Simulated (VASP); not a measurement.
# InP3 (R-3m) in VASP: notebook

Runs on InP3. Level: PBEsol. Tasks: single point.

All numbers are computed with VASP 6.6.1; they aren't measurements. Logs are shortened: lines on timing, memory, paths and dates and some standing lists are left out, and cuts for length are marked.

### Step 1. The cell of the first run

It takes space group R-3m (No. 166, trigonal). The conventional cell has a = 7.430 Å, b = 7.430 Å, c = 10.281 Å, α = 90.00°, β = 90.00°, γ = 120.00°. In (site symmetry 3m) has 6 P at 2.66 to 2.94 Å within 3.5 Å. P (site symmetry m) has 2 P at 2.24 Å and 2 In at 2.66 to 2.94 Å within 3.0 Å.

### Step 2. Single point, PBEsol (strain +0.0450 x Voigt [0, 0, 1, 0, 0, 0])

Contents of INCAR:

```
PREC = Accurate ; ENCUT = 520
EDIFF = 1E-7 ; ISMEAR = 0
SIGMA = 0.15 ; LREAL = False
LASPH = True ; NELM = 80
ALGO = Normal ; ISIF = 2
LWAVE = False ; LCHARG = False
GGA = PS ; NBANDS = 38
```

Contents of KPOINTS:

```
Automatic mesh
0
Gamma
  6 6 6
```

Contents of POSCAR:

```
InP3
1.0
    3.7149867624      2.1448486073      3.4269482460
   -3.7149867624      2.1448486073      3.4269482460
    0.0000000000     -4.2896972146      3.4269482460
In P
2 6
Direct
    0.2732788992      0.2732788992      0.2732788992
    0.7267211008      0.7267211008      0.7267211008
    0.7947108820      0.2411926338      0.7947108820
    0.7947108820      0.7947108820      0.2411926338
    0.2411926338      0.7947108820      0.7947108820
    0.2052891180      0.7588073662      0.2052891180
    0.7588073662      0.2052891180      0.2052891180
    0.2052891180      0.2052891180      0.7588073662
```

Potentials or basis: VASP PAW PBE potentials, release 64 (In_d, P).

The run is started by

```
$ cat potpaw_PBE.64/In_d/POTCAR potpaw_PBE.64/P/POTCAR > POTCAR
$ mpirun -np 1 vasp_std > vasp.out
```

OUTCAR:

```text
PREC = Accurate
   ENCUT = 520
   EDIFF = 1E-7
   ISMEAR = 0
   LREAL = False
   LASPH = True
   NELM = 80
   ISIF = 2
   GGA = PS

 ion  position               nearest neighbor table
   1  0.273  0.273  0.273-   8 2.66   7 2.66   6 2.66   8 2.94   6 2.94   7 2.94
   2  0.727  0.727  0.727-   4 2.66   3 2.66   5 2.66   4 2.94   5 2.94   3 2.94
   3  0.795  0.241  0.795-   7 2.24   8 2.24   2 2.66   2 2.94
   4  0.795  0.795  0.241-   6 2.24   7 2.24   2 2.66   2 2.94
   5  0.241  0.795  0.795-   6 2.24   8 2.24   2 2.66   2 2.94
   6  0.205  0.759  0.205-   5 2.24   4 2.24   1 2.66   1 2.94
   7  0.759  0.205  0.205-   3 2.24   4 2.24   1 2.66   1 2.94
   8  0.205  0.205  0.759-   3 2.24   5 2.24   1 2.66   1 2.94

  LATTYP: Found a trigonal (rhomboedric) cell.
 ALAT       =     5.4904896388
 COS(alpha) =     0.0843650020

  Lattice vectors:

 A1 = (   3.7149867624,   2.1448486073,   3.4269482460)
 A2 = (  -3.7149867624,   2.1448486073,   3.4269482460)
 A3 = (   0.0000000000,  -4.2896972146,   3.4269482460)

Analysis of symmetry for initial positions (statically):
=====================================================================
 Subroutine PRICEL returns:
 Original cell was already a primitive cell.

 Routine SETGRP: Setting up the symmetry group for a
 trigonal (rhombohedral) supercell.

 Subroutine GETGRP returns: Found 12 space group operations
 (whereof 12 operations were pure point group operations)
 out of a pool of 12 trial point group operations.

The static configuration has the point symmetry D_3d.

Analysis of symmetry for dynamics (positions and initial velocities):
=====================================================================
 Subroutine PRICEL returns:
 Original cell was already a primitive cell.

 Routine SETGRP: Setting up the symmetry group for a
 trigonal (rhombohedral) supercell.

 Subroutine GETGRP returns: Found 12 space group operations
 (whereof 12 operations were pure point group operations)
 out of a pool of 12 trial point group operations.

The dynamic configuration has the point symmetry D_3d.

 Subroutine INISYM returns: Found 12 space group operations
 (whereof 12 operations are pure point group operations),
 and found     1 'primitive' translations

----------------------------------------------------------------------------------------

                                     Primitive cell

  volume of cell :     163.8373

  direct lattice vectors                    reciprocal lattice vectors
     3.714986762  2.144848607  3.426948246     0.134589982  0.077705562  0.097268272
    -3.714986762  2.144848607  3.426948246    -0.134589982  0.077705562  0.097268272
     0.000000000 -4.289697215  3.426948246     0.000000000 -0.155411124  0.097268272

  length of vectors
     5.490489639  5.490489639  5.490489639     0.183340487  0.183340487  0.183340487

  position of ions in fractional coordinates (direct lattice)
     0.273278899  0.273278899  0.273278899
     0.726721101  0.726721101  0.726721101
     0.794710882  0.241192634  0.794710882
     0.794710882  0.794710882  0.241192634
     0.241192634  0.794710882  0.794710882
     0.205289118  0.758807366  0.205289118
     0.758807366  0.205289118  0.205289118
     0.205289118  0.205289118  0.758807366

  ion indices of the primitive-cell ions
   primitive index   ion index
                 1           1
                 2           2
                 3           3
                 4           4
                 5           5
                 6           6
                 7           7
                 8           8

----------------------------------------------------------------------------------------

 KPOINTS: Automatic mesh

Automatic generation of k-mesh.
 Grid dimensions read from file:
 generate k-points for:    6    6    6

 Generating k-lattice:

  Cartesian coordinates                     Fractional coordinates (reciprocal lattice)
     0.022431664  0.012950927  0.016211379     0.166666667  0.000000000 -0.000000000
    -0.022431664  0.012950927  0.016211379     0.000000000  0.166666667 -0.000000000
     0.000000000 -0.025901854  0.016211379    -0.000000000 -0.000000000  0.166666667

  Length of vectors
     0.030556748  0.030556748  0.030556748

  Shift w.r.t. Gamma in fractional coordinates (k-lattice)
     0.000000000  0.000000000  0.000000000

 Subroutine IBZKPT returns following result:
 ===========================================

 Found     32 irreducible k-points:

 Following reciprocal coordinates:
            Coordinates               Weight
  0.000000  0.000000  0.000000      1.000000
  0.166667 -0.000000  0.000000      6.000000
  0.333333 -0.000000  0.000000      6.000000
  0.500000 -0.000000  0.000000      3.000000
  0.166667  0.166667  0.000000      6.000000
  0.333333  0.166667  0.000000     12.000000
[... 16 lines left out ...]
  0.500000  0.500000  0.166667      6.000000
 -0.333333  0.500000  0.166667     12.000000
 [... further k-points ...]
   k-points           NKPTS =     32   k-points in BZ     NKDIM =     32   number of bands    NBANDS=     38
   number of dos      NEDOS =    301   number of ions     NIONS =      8
   total plane-waves  NPLWV =  74088
   dimension x,y,z NGX =    42 NGY =   42 NGZ =   42
   dimension x,y,z NGXF=    84 NGYF=   84 NGZF=   84
   ions per type =               2   6
   NGX,Y,Z   is equivalent  to a cutoff of  12.72, 12.72, 12.72 a.u.
   NGXF,Y,Z  is equivalent  to a cutoff of  25.43, 25.43, 25.43 a.u.
 SYSTEM =  unknown system
   PREC   = accura    normal or accurate (medium, high low for compatibility)
   ISTART =      0    job   : 0-new  1-cont  2-samecut
   ICHARG =      2    charge: 1-file 2-atom 10-const
   ISPIN  =      1    spin polarized calculation?
   LNONCOLLINEAR =      F non collinear calculations
   LSORBIT =      F    spin-orbit coupling
   LASPH  =      T    aspherical Exc in radial PAW
   ENCUT  =  520.0 eV  38.22 Ry    6.18 a.u.  10.21 10.21 10.21*2*pi/ulx,y,z
   NELM   =     80;   NELMIN=  2; NELMDL= -5     # of ELM steps
   EDIFF  = 0.1E-06   stopping-criterion for ELM
   LREAL  =      F    real-space projection
   EDIFFG = 0.1E-05   stopping-criterion for IOM
   NSW    =      0    number of steps for IOM
   IBRION =     -1    ionic relax: 0-MD 1-quasi-New 2-CG
   NFREE  =      0    steps in history (QN), initial steepest desc. (CG)
   ISIF   =      2    stress and relaxation
   ISYM   =      2    0-nonsym 1-usesym 2-fastsym
   POTIM  = 0.5000    time-step for ionic-motion
   TEBEG  =    0.0;   TEEND  =   0.0 temperature during run
   PSTRESS=    0.0 pullay stress
   NELECT =      56.0000    total number of electrons
   NUPDOWN=      -1.0000    fix difference up-down
   EMIN   =  10.00;   EMAX   =-10.00  energy-range for DOS
   EFERMI =   0.00;   METHOD = LEGACY
   ISMEAR =     0;   SIGMA  =   0.15  broadening in eV -4-tet -1-fermi 0-gaus
   EFERMI_NEDOS =   21; number of points for ismear=-14 and -15
   IALGO  =     38    algorithm
   IMIX   =      4    mixing-type and parameters
     AMIX     =   0.40;   BMIX     =  1.00
     AMIX_MAG =   1.60;   BMIX_MAG =  1.00
  volume/ion in A,a.u.               =      20.48       138.20
  Fermi-wavevector in a.u.,A,eV,Ry     =   1.144634  2.163044 17.826173  1.310187
  Thomas-Fermi vector in A             =   2.281325
   LORBIT       =      0    0 simple, 1 ext, 2 COOP (PROOUT), +10 PAW based schemes
   GGA     = PS    functional components
   LHFCALC =     F    Hartree Fock is set to
   AEXX    =    0.0000 exact exchange contribution
   IVDW    =     0    specifies the selected vdW correction
   LEPSILON=     F    determine dielectric tensor
   LRPA    =     F    only Hartree local field effects (RPA)
 non-spin polarized calculation
 Gauss-broadening in eV      SIGMA  =   0.15
  energy-cutoff  :      520.00
  volume of cell :      163.84
 maximum number of plane-waves:      4430
 NGX is ok and might be reduce to    42
   NGX = 21   NGY = 21   NGZ = 21

 number of electron      55.9999989 magnetization

 Free energy of the ion-electron system (eV)
  ---------------------------------------------------
  ext. energy  EPLUGINS =         0.00000000
  ---------------------------------------------------
  free energy    TOTEN  =       -41.24391093 eV

  energy without entropy =      -41.23620878  energy(sigma->0) =      -41.24005985

 E-fermi :   6.3751     XC(G=0): -10.1894

 val. band max:        6.2154683472   @ k =   0.3333   0.3333   0.1667
 cond. band min:       6.4108165620   @ k =   0.5000   0.5000   0.0000
 fundamental gap:      0.1953482148
 Fermi energy:         6.3750826601

 k-point     1 :       0.0000    0.0000    0.0000
  band No.  band energies     occupation
      1      -8.0395      2.00000
      2      -8.0395      2.00000
      3      -7.9229      2.00000
      4      -7.9229      2.00000
      5      -7.8415      2.00000
      6      -7.8294      2.00000
[... 30 lines left out ...]
     37      12.1947      0.00000
     38      13.2889      0.00000

 k-point     2 :       0.1667   -0.0000    0.0000
  band No.  band energies     occupation
      1      -8.0451      2.00000
      2      -8.0311      2.00000
      3      -7.9279      2.00000
      4      -7.9186      2.00000
      5      -7.8442      2.00000
      6      -7.8375      2.00000
[... 30 lines left out ...]
     37      11.5699      0.00000
     38      12.7284      0.00000

 k-point     3 :       0.3333   -0.0000    0.0000
  band No.  band energies     occupation
      1      -8.0484      2.00000
      2      -8.0109      2.00000
      3      -7.9414      2.00000
      4      -7.9140      2.00000
      5      -7.8492      2.00000
      6      -7.8413      2.00000
[... 30 lines left out ...]
     37      11.6641      0.00000
[... 781 lines left out ...]
 k-point    23 :       0.5000    0.5000    0.1667
  band No.  band energies     occupation
      1      -8.0315      2.00000
      2      -7.9371      2.00000
      3      -7.9125      2.00000
      4      -7.9006      2.00000
      5      -7.8759      2.00000
      6      -7.8392      2.00000
[... 30 lines left out ...]
     37      10.6543      0.00000
     38      10.7253      0.00000

 k-point    24 :      -0.3333    0.5000    0.1667
  band No.  band energies     occupation
      1      -8.0439      2.00000
      2      -7.9404      2.00000
      3      -7.9229      2.00000
      4      -7.9061      2.00000
      5      -7.8610      2.00000
      6      -7.8423      2.00000
[... 30 lines left out ...]
     37      10.7910      0.00000
     38      11.0723      0.00000

 [... further k-points ...]

------------------------ aborting loop because EDIFF is reached ----------------------------------------

  FORCE on cell =-STRESS in cart. coord.  units (eV):
  Direction    XX          YY          ZZ          XY          YZ          ZX
  --------------------------------------------------------------------------------------
  -------------------------------------------------------------------------------------
  Total       -1.9072115     -1.9072115     -4.7524105      0.0000000      0.0000000      0.0000000
  in kB      -18.6507682    -18.6507682    -46.4741886      0.0000000      0.0000000      0.0000000
  external PRESSURE =     -27.9252417 kB  Pullay stress =       0.0000000 kB

 VOLUME and BASIS-vectors are now :
 -----------------------------------------------------------------------------
  energy-cutoff  :      520.00
  volume of cell :      163.84
      direct lattice vectors                 reciprocal lattice vectors
     3.714986762  2.144848607  3.426948246     0.134589982  0.077705562  0.097268272
    -3.714986762  2.144848607  3.426948246    -0.134589982  0.077705562  0.097268272
     0.000000000 -4.289697215  3.426948246     0.000000000 -0.155411124  0.097268272

 POSITION                                       TOTAL-FORCE (eV/Angst)
 -----------------------------------------------------------------------------------
      0.00000      0.00000      2.80954        -0.000000     -0.000000      0.018826
      0.00000      0.00000      7.47131        -0.000000     -0.000000     -0.018826
      2.05631     -1.18721      6.27342         0.105830     -0.061101      0.446054
      0.00000      2.37443      6.27342        -0.000000      0.122203      0.446054
     -2.05631     -1.18721      6.27342        -0.105830     -0.061101      0.446054
     -2.05631      1.18721      4.00742        -0.105830      0.061101     -0.446054
      2.05631      1.18721      4.00742         0.105830      0.061101     -0.446054
      0.00000     -2.37443      4.00742        -0.000000     -0.122203     -0.446054
 -----------------------------------------------------------------------------------
    total drift:                                0.000000     -0.000000     -0.000000

  FREE ENERGIE OF THE ION-ELECTRON SYSTEM (eV)
  ---------------------------------------------------
  free  energy   TOTEN  =       -41.2439109283 eV

  energy  without entropy=      -41.2362087759  energy(sigma->0) =      -41.24005985
```

It took 3.7 min on 1 thread of Intel Xeon Platinum 8259CL at 2.50GHz (Skylake/Cascade Lake), shared host; peak memory 0.34 GiB.

Results:

* Free energy: -41.2439 eV
* Pressure: -2.8 GPa
* Largest force: 0.462 eV/Å
* Band gap on the k mesh: zero (band 28 reaches 6.50 eV, above the bottom of band 29 at 5.82 eV)

Forces in eV/Å, atoms in the order of the input:
```
In   0.000  0.000  0.019
In   0.000  0.000 -0.019
P    0.106 -0.061  0.446
P    0.000  0.122  0.446
P   -0.106 -0.061  0.446
P   -0.106  0.061 -0.446
P    0.106  0.061 -0.446
P    0.000 -0.122 -0.446
```

Stress tensor (GPa, compression positive):
```
-1.87  0.00  0.00
 0.00 -1.87  0.00
 0.00  0.00 -4.65
```

Caveat: the cell differs from its parent crystal (strain +0.0450 x Voigt [0, 0, 1, 0, 0, 0]); the PAW data sets were made with another functional, which shifts forces and pressure a little; spin-orbit coupling is left out, which moves the levels of the heavy elements.

[end of part 1 of 2]
